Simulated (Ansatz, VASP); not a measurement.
# AlP2 in VASP and in Ansatz

```
Al P
1.0
    -1.65111    1.65111    5.23118
     1.65111   -1.65111    5.23118
     1.65111    1.65111   -5.23118
Al P
1 2
Direct
  0.00000 0.00000 0.00000
  0.39319 0.39319 0.00000
  0.60681 0.60681 0.00000
```

Alike in both runs: functional PBE; k mesh 20 × 20 × 20; occupations gaussian, width 0.1 eV; no spin polarisation.

Ansatz relaxed the structure, and its values are those at the end. VASP's run is a single point on that final structure, the one shown.

```csv
,VASP,Ansatz
version,VASP 6.6.1,Ansatz 0.2.0
potentials or method,"VASP PAW PBE potentials, release 64 (Al, P), cutoff 520 eV","scalar-relativistic, plane waves, PAW"
valence electrons in the cell,13,13
```

|  | VASP | Ansatz | Ansatz less VASP |
| --- | --- | --- | --- |
| gap on the k mesh at the Fermi level (eV) | none | none | - |
| pressure (GPa) | -0.2 | 0.0 | +0.20 |
| rms of the force components (eV/Å) | 0.029 | 0.000 | -0.0291 |

A gap of «none» marks a metal or a gap that the smearing closes. With one functional, cell and mesh, what is left measures potentials, basis and numerics.
